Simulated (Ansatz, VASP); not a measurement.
**KI: VASP beside Ansatz**

```xyz
2
Lattice="0.0000 3.5020 3.4109 3.5020 0.0000 3.4109 3.5020 3.5020 0.0000" Properties=species:S:1:pos:R:3 pbc="T T T"
K     0.0000    0.0000   -0.0988
I     3.5020    3.5020    3.4414
```

Change from the starting cell: mode 6 frozen in at -0.099 Å, equal normal strain along x and y +0.0267.

Alike in both runs: task single point; functional LDA; k mesh 6 × 6 × 6; occupations gaussian, width 0.05 eV; no spin polarisation.

|  | VASP | Ansatz |
| --- | --- | --- |
| version | VASP 6.6.1 | Ansatz 0.2.0 |
| potentials or method | VASP PAW LDA potentials, release 64 (K_sv, I), cutoff 520 eV | scalar-relativistic, plane waves, PAW |
| valence electrons in the cell | 16 | 26 |

VASP gave:

- gap on the k mesh at the Fermi level (eV): 3.73
- least direct gap on the mesh (eV): 3.73
- pressure (GPa): -0.6
- traceless stress, the component that is largest in VASP (GPa): 0.75
- rms of the force components (eV/Å): 0.120

Question: What did Ansatz give for the same quantities?

Answer: gap on the k mesh at the Fermi level (eV): 3.72; least direct gap on the mesh (eV): 3.72; pressure (GPa): -0.6; traceless stress, the component that is largest in VASP (GPa): 0.73; rms of the force components (eV/Å): 0.117.

LDA's correlation is that of Perdew and Zunger in VASP and of Perdew and Wang (1992) in Ansatz. Atom by atom the forces differ by 0.002 eV/Å (rms over components). VASP's potentials hold 16 valence electrons a cell and Ansatz's 26, so a difference there can come from the potentials and not from the codes.

Spin-orbit coupling is off throughout.
